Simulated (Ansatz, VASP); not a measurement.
Ga in VASP and in Ansatz

The input INCAR:

```
ALGO = Fast ; EDIFF = 1E-6
ENCUT = 520 ; GGA = PS
ISIF = 2 ; ISMEAR = 0
LASPH = T ; LCHARG = F
LREAL = F ; LWAVE = F
NBANDS = 12 ; NELM = 80
PREC = Accurate ; SIGMA = 0.15
```

The input KPOINTS:

```
k-points
0
Gamma
  24 24 24
```

File POSCAR:

```
Ga
1.0
   -1.4250600000      1.4250600000      2.2958700000
    1.4250600000     -1.4250600000      2.2958700000
    1.4250600000      1.4250600000     -2.2958700000
Ga
1
Direct
    0.0000000000      0.0000000000      0.0000000000
```

Input for Ansatz:

```yaml
crystal:
  lattice:
    - [-1.42506, 1.42506, 2.29587]
    - [1.42506, -1.42506, 2.29587]
    - [1.42506, 1.42506, -2.29587]
  atoms:
    - { symbol: Ga, position: [0.0, 0.0, 0.0] }
basis:
  ecutwfc: 420
kpoints:
  mp_grid: { grid: [24, 24, 24] }
hamiltonian:
  xc: pbesol
scf:
  occupations: { method: gaussian, width: 0.15 }
output:
  forces: true
  stress: true
  eigenvalues: true
```

Change from the starting cell: strain +0.015 along x and y, +0.030 along z, atoms carried along.

Alike in both runs: task single point; functional PBEsol; k mesh 24 × 24 × 24; occupations gaussian, width 0.15 eV; no spin polarisation.

|  | VASP | Ansatz |
| --- | --- | --- |
| version | VASP 6.6.1 | Ansatz 0.2.0 |
| potentials or method | VASP PAW PBE potentials, release 64 (Ga_d), cutoff 520 eV | scalar-relativistic, plane waves, PAW |
| valence electrons in the cell | 13 | 13 |

Ansatz gave:

- gap on the k mesh at the Fermi level (eV): none
- pressure (GPa): -2.7

Q: Which values does VASP return?

A: gap on the k mesh at the Fermi level (eV): none; pressure (GPa): -2.6.

VASP's potentials were made for PBE, not for PBEsol. A gap of «none» marks a metal or a gap that the smearing closes. The functional is the same, so the differences come from potentials, cutoffs and numerics.
